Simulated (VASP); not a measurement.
# Rh (P6_3/mmc) in VASP: notebook

The runs below take Rh through single point, with PBE.

Program: VASP 6.6.1. These are calculated values, not measurements. Logs are shortened: lines on timing, memory, paths and dates and some standing lists are left out, and cuts for length are marked.

### Step 1. The cell of the first run

Symmetry: P6_3/mmc, No. 194, hexagonal system. Conventional cell: a = 2.778 Å, b = 2.778 Å, c = 4.471 Å, α = 90.00°, β = 90.00°, γ = 120.00°. Rh (site symmetry -6m2) has 12 Rh at 2.75 to 2.78 Å within 3.6 Å.

This isn't the form of Rh at room conditions, which is fcc.

### Step 2. Single point, PBE, collinear spin, ferromagnetic start (14.94 Å³/atom)

The input, INCAR:

```
ALGO     = Normal         # electronic algorithm
EDIFF    = 1E-6           # SCF threshold, eV
ENCUT    = 500            # plane-wave cutoff, eV
GGA      = PE             # functional
GGA_COMPAT= F            
ISIF     = 2              # what is computed and relaxed
ISMEAR   = 0              # smearing method
ISPIN    = 2              # spin polarisation
LASPH    = T              # aspherical terms in the spheres
LCHARG   = F              # write CHGCAR
LMAXMIX  = 4              # l up to which the mixer works
LORBIT   = 11             # projections on sites
LREAL    = F              # projectors in reciprocal space
LWAVE    = F              # write WAVECAR
MAGMOM   = 0.625 0.625    # initial moments
NBANDS   = 26             # bands
NELM     = 200            # most SCF steps
NUPDOWN  = 1.25           # fixed moment
PREC     = Accurate       # precision mode
SIGMA    = 0.15           # smearing width, eV
```

The input, KPOINTS:

```
k-points
0
Gamma
  21 21 12
```

The input, POSCAR:

```
Rh
1.0
    2.7782838484      0.0000000000      0.0000000000
   -1.3891419242      2.4060643917      0.0000000000
    0.0000000000      0.0000000000      4.4710857021
Rh
2
Direct
    0.6666666667      0.3333333333      0.7500000000
    0.3333333333      0.6666666667      0.2500000000
```

Potentials or basis: VASP PAW PBE potentials, release 64 (Rh_pv).

Run with:

```sh
> cat potpaw_PBE.64/Rh_pv/POTCAR > POTCAR
> mpirun -np 1 vasp_std > vasp.out
```

OUTCAR:

```text
EDIFF = 1E-6
   ENCUT = 500
   GGA = PE
   ISIF = 2
   ISMEAR = 0
   ISPIN = 2
   LASPH = T
   LORBIT = 11
   LREAL = F
   NELM = 200
   NUPDOWN = 1.25
   PREC = Accurate

 ion  position               nearest neighbor table
   1  0.667  0.333  0.750-   2 2.75   2 2.75   2 2.75   2 2.75   2 2.75   2 2.75
   2  0.333  0.667  0.250-   1 2.75   1 2.75   1 2.75   1 2.75   1 2.75   1 2.75

  LATTYP: Found a hexagonal cell.
 ALAT       =     2.7782838484
 C/A-ratio  =     1.6092976622

  Lattice vectors:

 A1 = (   2.7782838484,   0.0000000000,   0.0000000000)
 A2 = (  -1.3891419242,   2.4060643917,   0.0000000000)
 A3 = (   0.0000000000,   0.0000000000,   4.4710857021)

Analysis of symmetry for initial positions (statically):
=====================================================================
 Subroutine PRICEL returns:
 Original cell was already a primitive cell.

 Routine SETGRP: Setting up the symmetry group for a
 hexagonal supercell.

 Subroutine GETGRP returns: Found 24 space group operations
 (whereof 12 operations were pure point group operations)
 out of a pool of 24 trial point group operations.

The static configuration has the point symmetry D_3d.
 The point group associated with its full space group is D_6h.

Analysis of symmetry for dynamics (positions and initial velocities):
=====================================================================
 Subroutine PRICEL returns:
 Original cell was already a primitive cell.

 Routine SETGRP: Setting up the symmetry group for a
 hexagonal supercell.

 Subroutine GETGRP returns: Found 24 space group operations
 (whereof 12 operations were pure point group operations)
 out of a pool of 24 trial point group operations.

The dynamic configuration has the point symmetry D_3d.
 The point group associated with its full space group is D_6h.

Analysis of structural, dynamic, and magnetic symmetry:
=====================================================================
 Subroutine PRICEL returns:
 Original cell was already a primitive cell.

 Routine SETGRP: Setting up the symmetry group for a
 hexagonal supercell.

 Subroutine GETGRP returns: Found 24 space group operations
 (whereof 12 operations were pure point group operations)
 out of a pool of 24 trial point group operations.

The overall configuration has the point symmetry D_3d.
 The point group associated with its full space group is D_6h.

 Subroutine INISYM returns: Found 24 space group operations
 (whereof 12 operations are pure point group operations),
 and found     1 'primitive' translations

----------------------------------------------------------------------------------------

                                     Primitive cell

  volume of cell :      29.8880

  direct lattice vectors                    reciprocal lattice vectors
     2.778283848  0.000000000  0.000000000     0.359934425  0.207808237  0.000000000
    -1.389141924  2.406064392  0.000000000     0.000000000  0.415616475  0.000000000
     0.000000000  0.000000000  4.471085702     0.000000000  0.000000000  0.223659323

  length of vectors
     2.778283848  2.778283848  4.471085702     0.415616475  0.415616475  0.223659323

  position of ions in fractional coordinates (direct lattice)
     0.666666667  0.333333333  0.750000000
     0.333333333  0.666666667  0.250000000

  ion indices of the primitive-cell ions
   primitive index   ion index
                 1           1
                 2           2

----------------------------------------------------------------------------------------

 KPOINTS: k-points

Automatic generation of k-mesh.
 Grid dimensions read from file:
 generate k-points for:   21   21   12

 Generating k-lattice:

  Cartesian coordinates                     Fractional coordinates (reciprocal lattice)
     0.017139735  0.009895630  0.000000000     0.047619048  0.000000000  0.000000000
     0.000000000  0.019791261  0.000000000     0.000000000  0.047619048  0.000000000
     0.000000000  0.000000000  0.018638277     0.000000000  0.000000000  0.083333333

  Length of vectors
     0.019791261  0.019791261  0.018638277

  Shift w.r.t. Gamma in fractional coordinates (k-lattice)
     0.000000000  0.000000000  0.000000000

 Subroutine IBZKPT returns following result:
 ===========================================

 Found    336 irreducible k-points:

 Following reciprocal coordinates:
            Coordinates               Weight
  0.000000  0.000000  0.000000      1.000000
  0.047619 -0.000000  0.000000      6.000000
  0.095238  0.000000  0.000000      6.000000
  0.142857  0.000000  0.000000      6.000000
  0.190476  0.000000  0.000000      6.000000
  0.238095 -0.000000  0.000000      6.000000
[... 16 lines left out ...]
  0.142857  0.095238  0.000000     12.000000
  0.190476  0.095238  0.000000     12.000000
 [... further k-points ...]
   k-points           NKPTS =    336   k-points in BZ     NKDIM =    336   number of bands    NBANDS=     26
   number of dos      NEDOS =    301   number of ions     NIONS =      2
   total plane-waves  NPLWV =  14400
   dimension x,y,z NGX =    20 NGY =   20 NGZ =   36
   dimension x,y,z NGXF=    40 NGYF=   40 NGZF=   72
   ions per type =               2
   NGX,Y,Z   is equivalent  to a cutoff of  11.97, 11.97, 13.39 a.u.
   NGXF,Y,Z  is equivalent  to a cutoff of  23.94, 23.94, 26.77 a.u.
 SYSTEM =  unknown system
   PREC   = accura    normal or accurate (medium, high low for compatibility)
   ISTART =      0    job   : 0-new  1-cont  2-samecut
   ICHARG =      2    charge: 1-file 2-atom 10-const
   ISPIN  =      2    spin polarized calculation?
   LNONCOLLINEAR =      F non collinear calculations
   LSORBIT =      F    spin-orbit coupling
   LASPH  =      T    aspherical Exc in radial PAW
   ENCUT  =  500.0 eV  36.75 Ry    6.06 a.u.   5.07  5.07  8.15*2*pi/ulx,y,z
   NELM   =    200;   NELMIN=  2; NELMDL= -5     # of ELM steps
   EDIFF  = 0.1E-05   stopping-criterion for ELM
   LREAL  =      F    real-space projection
[... 7 lines left out ...]
   TEBEG  =    0.0;   TEEND  =   0.0 temperature during run
   PSTRESS=    0.0 pullay stress
   NELECT =      30.0000    total number of electrons
   NUPDOWN=       1.2500    fix difference up-down
   EMIN   =  10.00;   EMAX   =-10.00  energy-range for DOS
   EFERMI =   0.00;   METHOD = LEGACY
   ISMEAR =     0;   SIGMA  =   0.15  broadening in eV -4-tet -1-fermi 0-gaus
   EFERMI_NEDOS =   21; number of points for ismear=-14 and -15
   IALGO  =     38    algorithm
   IMIX   =      4    mixing-type and parameters
     AMIX     =   0.40;   BMIX     =  1.00
     AMIX_MAG =   1.60;   BMIX_MAG =  1.00
  volume/ion in A,a.u.               =      14.94       100.85
  Fermi-wavevector in a.u.,A,eV,Ry     =   1.639141  3.097527 36.555902  2.686783
  Thomas-Fermi vector in A             =   2.729996
   LORBIT       =     11    0 simple, 1 ext, 2 COOP (PROOUT), +10 PAW based schemes
   GGA     = PE    functional components
   LHFCALC =     F    Hartree Fock is set to
   AEXX    =    0.0000 exact exchange contribution
   IVDW    =     0    specifies the selected vdW correction
   LEPSILON=     F    determine dielectric tensor
   LRPA    =     F    only Hartree local field effects (RPA)
 spin polarized calculation
 Gauss-broadening in eV      SIGMA  =   0.15
  energy-cutoff  :      500.00
  volume of cell :       29.89
 maximum number of plane-waves:       780
   NGX = 11   NGY = 11   NGZ = 17

 number of electron      29.9999993 magnetization       1.2500000

 Free energy of the ion-electron system (eV)
  ---------------------------------------------------
  ext. energy  EPLUGINS =         0.00000000
  ---------------------------------------------------
  free energy    TOTEN  =       -14.33714973 eV

  energy without entropy =      -14.29240053  energy(sigma->0) =      -14.31477513

 E-fermi :  10.3862     XC(G=0): -13.4950

 val. band max:       10.5666227578   @ k =   0.4286   0.0952   0.4167
 cond. band min:      10.3884297802   @ k =   0.3333   0.1905   0.1667
 fundamental gap:     -0.1781929777
 Fermi energy:        10.5674660631

 spin component 1

 k-point     1 :       0.0000    0.0000    0.0000
  band No.  band energies     occupation
      1     -36.5843      1.00000
      2     -36.0933      1.00000
      3     -36.0933      1.00000
      4     -36.0211      1.00000
      5     -36.0100      1.00000
      6     -36.0100      1.00000
[... 18 lines left out ...]
     25      32.0063      0.00000
     26      32.0063      0.00000

 k-point     2 :       0.0476   -0.0000    0.0000
  band No.  band energies     occupation
      1     -36.5804      1.00000
      2     -36.1020      1.00000
      3     -36.0962      1.00000
      4     -36.0228      1.00000
      5     -36.0191      1.00000
      6     -36.0114      1.00000
[... 18 lines left out ...]
     25      31.4703      0.00000
     26      31.4749      0.00000

 k-point     3 :       0.0952    0.0000    0.0000
  band No.  band energies     occupation
      1     -36.5688      1.00000
      2     -36.1274      1.00000
      3     -36.1045      1.00000
      4     -36.0455      1.00000
      5     -36.0279      1.00000
      6     -36.0156      1.00000
[... 572 lines left out ...]
 k-point    23 :       0.1429    0.0952    0.0000
  band No.  band energies     occupation
      1     -36.5148      1.00000
      2     -36.2259      1.00000
      3     -36.1842      1.00000
      4     -36.1174      1.00000
      5     -36.0537      1.00000
      6     -36.0439      1.00000
[... 18 lines left out ...]
     25      30.8906      0.00000
     26      31.2191      0.00000

 k-point    24 :       0.1905    0.0952    0.0000
  band No.  band energies     occupation
      1     -36.4854      1.00000
      2     -36.2774      1.00000
      3     -36.2289      1.00000
      4     -36.1441      1.00000
      5     -36.0692      1.00000
      6     -36.0570      1.00000
[... 18 lines left out ...]
     25      30.8891      0.00000
     26      30.9000      0.00000

 [... further k-points ...]

 spin component 2

 k-point     1 :       0.0000    0.0000    0.0000
  band No.  band energies     occupation
      1     -36.0580      1.00000
      2     -35.5793      1.00000
      3     -35.5793      1.00000
      4     -35.4950      1.00000
      5     -35.4950      1.00000
      6     -35.4852      1.00000
[... 18 lines left out ...]
     25      32.1637      0.00000
     26      32.1851      0.00000

 k-point     2 :       0.0476   -0.0000    0.0000
  band No.  band energies     occupation
      1     -36.0540      1.00000
      2     -35.5881      1.00000
      3     -35.5822      1.00000
      4     -35.5043      1.00000
      5     -35.4964      1.00000
      6     -35.4869      1.00000
[... 18 lines left out ...]
     25      31.6996      0.00000
     26      31.8314      0.00000

 k-point     3 :       0.0952    0.0000    0.0000
  band No.  band energies     occupation
      1     -36.0422      1.00000
      2     -35.6140      1.00000
      3     -35.5907      1.00000
      4     -35.5311      1.00000
      5     -35.5006      1.00000
      6     -35.4921      1.00000
[... 572 lines left out ...]
 k-point    23 :       0.1429    0.0952    0.0000
  band No.  band energies     occupation
      1     -35.9871      1.00000
      2     -35.7141      1.00000
      3     -35.6719      1.00000
      4     -35.6040      1.00000
      5     -35.5293      1.00000
      6     -35.5183      1.00000
[... 18 lines left out ...]
     25      31.2983      0.00000
     26      31.6996      0.00000

 k-point    24 :       0.1905    0.0952    0.0000
  band No.  band energies     occupation
      1     -35.9572      1.00000
      2     -35.7665      1.00000
      3     -35.7174      1.00000
      4     -35.6309      1.00000
      5     -35.5426      1.00000
      6     -35.5340      1.00000
[... 18 lines left out ...]
     25      31.6710      0.00000
     26      31.7456      0.00000

 [... further k-points ...]

------------------------ aborting loop because EDIFF is reached ----------------------------------------

  FORCE on cell =-STRESS in cart. coord.  units (eV):
  Direction    XX          YY          ZZ          XY          YZ          ZX
  --------------------------------------------------------------------------------------
  -------------------------------------------------------------------------------------
  Total       -1.9559765     -1.9559765     -2.0092321      0.0000000      0.0000000      0.0000000
  in kB     -104.8521556   -104.8521556   -107.7069772      0.0000000      0.0000000      0.0000000
  external PRESSURE =    -105.8037628 kB  Pullay stress =       0.0000000 kB

 VOLUME and BASIS-vectors are now :
 -----------------------------------------------------------------------------
  energy-cutoff  :      500.00
  volume of cell :       29.89
      direct lattice vectors                 reciprocal lattice vectors
     2.778283848  0.000000000  0.000000000     0.359934425  0.207808237  0.000000000
    -1.389141924  2.406064392  0.000000000     0.000000000  0.415616475  0.000000000
     0.000000000  0.000000000  4.471085702     0.000000000  0.000000000  0.223659323

 POSITION                                       TOTAL-FORCE (eV/Angst)
 -----------------------------------------------------------------------------------
      1.38914      0.80202      3.35331        -0.000000      0.000000      0.000000
     -0.00000      1.60404      1.11777         0.000000     -0.000000      0.000000
 -----------------------------------------------------------------------------------
    total drift:                               -0.000000      0.000000     -0.000000

  FREE ENERGIE OF THE ION-ELECTRON SYSTEM (eV)
  ---------------------------------------------------
  free  energy   TOTEN  =       -14.3371497282 eV

  energy  without entropy=      -14.2924005252  energy(sigma->0) =      -14.31477513

 total charge

# of ion       s       p       d       tot
------------------------------------------
    1        0.376   6.250   7.026  13.652
    2        0.376   6.250   7.026  13.652
--------------------------------------------------
tot          0.753  12.500  14.052  27.305

 magnetization (x)

# of ion       s       p       d       tot
------------------------------------------
    1       -0.001  -0.003   0.633   0.629
    2       -0.001  -0.003   0.633   0.629
--------------------------------------------------
tot         -0.003  -0.006   1.267   1.258
```

Run time: 2.8 min. Hardware: 1 thread of Intel Xeon 6975P-C (Granite Rapids), shared host; peak memory 0.4 GiB.

Results:

```
Free energy                                           : -14.3371 eV
Pressure                                              : -10.6 GPa
Net moment                                            : 1.25 μB per cell
Site moments                                          : Rh +0.63 μB
Valence electrons inside the program's atomic spheres : Rh 13.65
```

Stress tensor (GPa, compression positive):
```
-10.49   0.00   0.00
  0.00 -10.49   0.00
  0.00   0.00 -10.77
```

Caveat: the cell stands under tension; the total moment is fixed, so each spin has its own Fermi level and the state may be an excited one.

### Step 3. Single point, PBE, collinear spin, ferromagnetic start (15.79 Å³/atom)

This run uses another cell than the first one, of 15.79 Å³/atom.

The input, INCAR:

```
SYSTEM = Rh
PREC = Accurate ; ENCUT = 500
EDIFF = 1E-6 ; ISMEAR = 0
SIGMA = 0.15 ; LREAL = .FALSE.
LASPH = .TRUE. ; NELM = 200
ALGO = Normal ; ISIF = 2
LWAVE = .FALSE. ; LCHARG = .FALSE.
ISPIN = 2 ; MAGMOM = 0.25 0.25
LORBIT = 11 ; NUPDOWN = 0.5
LMAXMIX = 4 ; GGA = PE
NBANDS = 26 ; GGA_COMPAT = .FALSE.
```

The input, KPOINTS:

```
Automatic mesh
0
G
  21 21 12
  0 0 0
```

The input, POSCAR:

```
Rh
1.0
    2.8297519717      0.0000000000      0.0000000000
   -1.4148759859      2.4506370939      0.0000000000
    0.0000000000      0.0000000000      4.5539132325
Rh
2
Direct
    0.6666666667      0.3333333333      0.7500000000
    0.3333333333      0.6666666667      0.2500000000
```

Potentials or basis: VASP PAW PBE potentials, release 64 (Rh_pv).

Run with:

```sh
> cat potpaw_PBE.64/Rh_pv/POTCAR > POTCAR
> mpirun -np 1 vasp_std > vasp.out
```

Run time: 5 min. Hardware: 1 thread of Intel Xeon 6975P-C (Granite Rapids), shared host; peak memory 0.43 GiB.

The run converged. Its results:

- Free energy: -14.2054 eV
- Pressure: -21.0 GPa
- Net moment: 0.50 μB per cell
- Site moments: Rh +0.25 μB
- Valence electrons inside the program's atomic spheres: Rh 13.57

Stress tensor (GPa, compression positive):
```
-20.82   0.00   0.00
  0.00 -20.82   0.00
  0.00   0.00 -21.29
```

Caveat: the cell stands under tension; the total moment is fixed, so each spin has its own Fermi level and the state may be an excited one.
